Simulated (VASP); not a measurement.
Si3Sn:

```
Si Sn
1.0
     3.39156    0.00000    0.00000
     0.00000    3.39156    0.00000
     0.00000    0.00000    3.39156
Si Sn
3 1
Direct
  0.00000 0.50000 0.50000
  0.50000 0.00000 0.50000
  0.50000 0.50000 0.00000
  0.00000 0.00000 0.00000
```

```yaml
Program: VASP 6.6.1
Task: relaxation of cell and atoms
Functional: PBE
Potentials_or_basis: VASP PAW PBE potentials, release 64 (Si, Sn_d)
Cutoff: 600 eV
k_mesh: 6 × 6 × 6
Occupations: gaussian, width 0.1 eV
Spin: no spin polarisation
```

At the start: pressure 176.5 GPa; volume 9.75 Å³/atom.

Problem. How do energy, volume and symmetry change on relaxing?

Solution. Over 4 steps the energy falls by 2703.5 meV/atom and the volume is 18.52 Å³/atom (+89.9 %); space group Pm-3m (No. 221, to 0.05 Å).

The path:
```tsv
step	energy change (eV)	largest force (eV/Å)	pressure (GPa)	volume (Å³)
1	0.0000	0.0000	176.53	39.01
2	-6.9911	0.0000	-10.85	136.57
3	-10.8106	0.0000	-1.03	74.95
4	-10.8141	0.0000	-0.22	74.07
```

Final structure:
```
Si Sn
1.0
     4.19966    0.00000    0.00000
     0.00000    4.19966    0.00000
     0.00000    0.00000    4.19966
Si Sn
3 1
Direct
  0.00000 0.50000 0.50000
  0.50000 0.00000 0.50000
  0.50000 0.50000 0.00000
  0.00000 0.00000 0.00000
```

Caveat: the volume moved by over 15 % at a fixed basis, so the end points are rough.
